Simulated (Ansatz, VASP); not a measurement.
# BP: VASP beside Ansatz

```
B P
1.0
     0.00000    2.26900    2.26900
     2.26900    0.00000    2.26900
     2.26900    2.26900    0.00000
B P
1 1
Direct
  0.00000 0.00000 0.00000
  0.25000 0.25000 0.25000
```

Alike in both runs: task single point; functional LDA; k mesh 6 × 6 × 6; occupations gaussian, width 0.1 eV; no spin polarisation.

```csv
,VASP,Ansatz
version,VASP 6.6.1,Ansatz 0.2.0
potentials or method,"VASP PAW LDA potentials, release 64 (B, P), cutoff 500 eV","scalar-relativistic, plane waves, PAW"
valence electrons in the cell,8,8
```

Ansatz gave:

- gap on the k mesh at the Fermi level (eV): 1.30
- least direct gap on the mesh (eV): 3.37
- pressure (GPa): -5.1

Q: Estimate VASP's values.

A: gap on the k mesh at the Fermi level (eV): 1.30; least direct gap on the mesh (eV): 3.38; pressure (GPa): -5.2.

Ansatz warns that its potentials were made for another functional, while VASP's fit it. LDA's correlation is that of Perdew and Zunger in VASP and of Perdew and Wang (1992) in Ansatz.
